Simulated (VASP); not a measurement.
# Ge3Pd (Pm-3m) in VASP: further runs, part 2 of 2

VASP 6.6.1.

## 4. Relaxation of cell and atoms, PBE

This run uses another cell than the first one, of 18.92 Å³/atom.

INCAR

```
PREC = Accurate
ENCUT = 600
EDIFF = 1E-6
ISMEAR = 0
SIGMA = 0.1
LREAL = False
LASPH = True
NELM = 100
ALGO = Normal
ISIF = 3
LWAVE = False
LCHARG = False
GGA = PE
IBRION = 2
NSW = 90
EDIFFG = -0.04
```

KPOINTS

```
Automatic mesh
0
Gamma
  4 4 4
```

POSCAR

```
Ge3Pd
1.0
    4.2298049500      0.0000000000      0.0000000000
    0.0000000000      4.2298049500      0.0000000000
    0.0000000000      0.0000000000      4.2298049500
Ge Pd
3 1
Direct
    0.0000000000      0.5000000000      0.5000000000
    0.5000000000      0.0000000000      0.5000000000
    0.5000000000      0.5000000000      0.0000000000
    0.0000000000      0.0000000000      0.0000000000
```

Potentials or basis: VASP PAW PBE potentials, release 64 (Ge_d, Pd).

Started as:

```sh
> cat potpaw_PBE.64/Ge_d/POTCAR potpaw_PBE.64/Pd/POTCAR > POTCAR
> mpirun -np 1 vasp_std > vasp.out
```

OUTCAR:

```text
PREC = Accurate
   ENCUT = 600
   EDIFF = 1E-6
   ISMEAR = 0
   LREAL = False
   LASPH = True
   NELM = 100
   ISIF = 3
   GGA = PE
   IBRION = 2
   NSW = 90
   EDIFFG = -0.04

 ion  position               nearest neighbor table
   1  0.000  0.500  0.500-   4 2.99   4 2.99   4 2.99   4 2.99
   2  0.500  0.000  0.500-   4 2.99   4 2.99   4 2.99   4 2.99
   3  0.500  0.500  0.000-   4 2.99   4 2.99   4 2.99   4 2.99
   4  0.000  0.000  0.000-   1 2.99   2 2.99   3 2.99   1 2.99   2 2.99   1 2.99   3 2.99   1 2.99
                             2 2.99   3 2.99   2 2.99   3 2.99

  LATTYP: Found a simple cubic cell.
 ALAT       =     4.2298049500

  Lattice vectors:

[... 174 lines left out ...]
  Direction    XX          YY          ZZ          XY          YZ          ZX
  --------------------------------------------------------------------------------------
  -------------------------------------------------------------------------------------
  Total       -2.4026999     -2.4026999     -2.4026999      0.0000000      0.0000000     -0.0000000
  in kB      -50.8685184    -50.8685184    -50.8685184      0.0000000      0.0000000     -0.0000000
  external PRESSURE =     -50.8685184 kB  Pullay stress =       0.0000000 kB
[... 63 lines left out ...]
--------------------------------------- Ionic step        3  -------------------------------------------

 number of electron      52.0000047 magnetization

 Free energy of the ion-electron system (eV)
  ---------------------------------------------------
  ext. energy  EPLUGINS =         0.00000000
  ---------------------------------------------------
  free energy    TOTEN  =       -18.36607771 eV

  energy without entropy =      -18.34820346  energy(sigma->0) =      -18.35714058

 E-fermi :   7.6298     XC(G=0): -11.7227

 val. band max:        7.6045187825   @ k =   0.5000   0.2500   0.0000
 cond. band min:       7.6946513498   @ k =   0.5000   0.5000   0.0000
 fundamental gap:      0.0901325673
 Fermi energy:         7.6297849079

 k-point     1 :       0.0000    0.0000    0.0000
  band No.  band energies     occupation
      1     -17.1969      2.00000
      2     -17.1969      2.00000
      3     -17.1969      2.00000
      4     -17.1819      2.00000
      5     -17.1428      2.00000
      6     -17.1428      2.00000
[... 360 lines left out ...]
  FREE ENERGIE OF THE ION-ELECTRON SYSTEM (eV)
  ---------------------------------------------------
  free  energy   TOTEN  =       -18.3660777091 eV

  energy  without entropy=      -18.3482034568  energy(sigma->0) =      -18.35714058

 reached required accuracy - stopping structural energy minimisation
```

CONTCAR:

```text
Ge3Pd
   1.00000000000000
     4.1381528569434467    0.0000000000000000   -0.0000000000000000
     0.0000000000000000    4.1381528569434467    0.0000000000000000
     0.0000000000000000    0.0000000000000000    4.1381528569434467
  Ge              Pd
     3     1
Direct
     0.0000000000000000    0.5000000000000000    0.5000000000000000
     0.5000000000000000    0.0000000000000000    0.5000000000000000
     0.5000000000000000    0.5000000000000000    0.0000000000000000
     0.0000000000000000    0.0000000000000000    0.0000000000000000

  0.00000000E+00  0.00000000E+00  0.00000000E+00
  0.00000000E+00  0.00000000E+00  0.00000000E+00
  0.00000000E+00  0.00000000E+00  0.00000000E+00
  0.00000000E+00  0.00000000E+00  0.00000000E+00
```

It took 1.9 min on 1 thread of Intel Xeon 8259CL, shared host; peak memory 0.23 GiB.

What came out:

| Quantity | Value |
| --- | --- |
| Free energy | -18.3661 eV |
| Relaxed volume | 17.72 Å³/atom |
| Relaxed cell | a = 4.138 Å, b = 4.138 Å, c = 4.138 Å, α = 90.00°, β = 90.00°, γ = 90.00° |
| Space group after relaxing (to 0.1 Å) | Pm-3m (No. 221) |
| Energy gained by relaxing | 20.4 meV/atom |
| Ionic steps | 3 |
| Pressure after relaxing | 0.1 GPa |
| Band gap on the k mesh | zero (bands 26 and 27 overlap by 1.77 eV) |

The path:
| step | energy change (eV) | largest force (eV/Å) | pressure (GPa) | volume (Å³) |
| --- | --- | --- | --- | --- |
| 1 | 0.0000 | 0.0000 | -5.09 | 75.68 |
| 2 | -0.0708 | 0.0000 | 2.14 | 69.29 |
| 3 | -0.0817 | 0.0000 | 0.09 | 70.86 |

Final structure:
```cif
data_structure
_symmetry_space_group_name_H-M 'P 1'
_symmetry_Int_Tables_number 1
_cell_length_a 4.1382
_cell_length_b 4.1382
_cell_length_c 4.1382
_cell_angle_alpha 90.000
_cell_angle_beta 90.000
_cell_angle_gamma 90.000
_cell_volume 70.86
loop_
_atom_site_label
_atom_site_type_symbol
_atom_site_fract_x
_atom_site_fract_y
_atom_site_fract_z
_atom_site_occupancy
Ge1 Ge 0.00000 0.50000 0.50000 1
Ge2 Ge 0.50000 0.00000 0.50000 1
Ge3 Ge 0.50000 0.50000 0.00000 1
Pd1 Pd 0.00000 0.00000 0.00000 1
```

Levels at points of the mesh, in eV from the Fermi level:
| k point | band 22 | band 23 | band 24 | band 25 | band 26 | band 27 | band 28 | band 29 | band 30 | band 31 |
| --- | --- | --- | --- | --- | --- | --- | --- | --- | --- | --- |
| (0.00, 0.00, 0.00) | -2.74 | -2.74 | -2.74 | -1.64 | -1.64 | 0.82 | 2.94 | 2.94 | 2.94 | 5.60 |
| (0.50, 0.00, 0.00) | -2.70 | -2.48 | -0.35 | -0.35 | -0.07 | -0.07 | 0.31 | 0.81 | 2.64 | 5.84 |
| (0.50, 0.50, 0.00) | -2.47 | -2.18 | -2.14 | -0.18 | 0.06 | 0.92 | 0.92 | 2.39 | 2.39 | 5.09 |
| (0.50, 0.50, 0.50) | -4.42 | -2.39 | -2.39 | -1.66 | -1.66 | -1.66 | -0.36 | 7.45 | 7.45 | 7.52 |

Caveat: the k points lie up to 0.38 Å⁻¹ apart in the final cell, too coarse for converged energies and pressures of a metal.

## 5. Summary

```tsv
task	cell	cutoff (eV)	gap on the mesh (eV)	pressure (GPa)
single point	a = 4.138 Å, 4 atoms	520	none	0.0
single point	a = 4.230 Å, 4 atoms	520	none	-5.1
relaxation of cell and atoms	relaxed from a = 4.230 Å, 4 atoms	600	none	0.1
```

Alike in all rows: level PBE; potentials or basis VASP PAW PBE potentials, release 64 (Ge_d, Pd); no spin polarisation; k mesh 4 × 4 × 4; smearing gaussian 0.1 eV.

Caveats: all runs use coarse meshes.

Absolute energies hang on the potentials; compare differences alone.
